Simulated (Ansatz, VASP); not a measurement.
Ca2Al2O: VASP beside Ansatz

```
Ca Al O
1.0
     6.38577    0.00000    0.00000
     0.00000    6.38577    0.00000
     0.00000    0.00000    4.19060
Ca Al O
2 2 1
Direct
  0.50000 0.50000 0.50000
  0.00000 0.00000 0.50000
  0.50000 0.00000 0.50000
  0.00000 0.50000 0.50000
  0.00000 0.00000 0.00000
```

Alike in both runs: functional PBE; k mesh 6 × 6 × 10; occupations gaussian, width 0.1 eV; no spin polarisation.

Ansatz relaxed the structure, and its values are those at the end. VASP's run is a single point on that final structure, the one shown.

|  | VASP | Ansatz |
| --- | --- | --- |
| version | VASP 6.6.1 | Ansatz 0.2.0 |
| potentials or method | VASP PAW PBE potentials, release 64 (Ca_sv, Al, O), cutoff 520 eV | scalar-relativistic, plane waves, PAW |
| valence electrons in the cell | 32 | 32 |

```csv
,VASP,Ansatz,Ansatz less VASP
gap on the k mesh at the Fermi level (eV),none,none,-
pressure (GPa),0.1,0.0,-0.10
```

A gap of «none» marks a metal or a gap that the smearing closes.
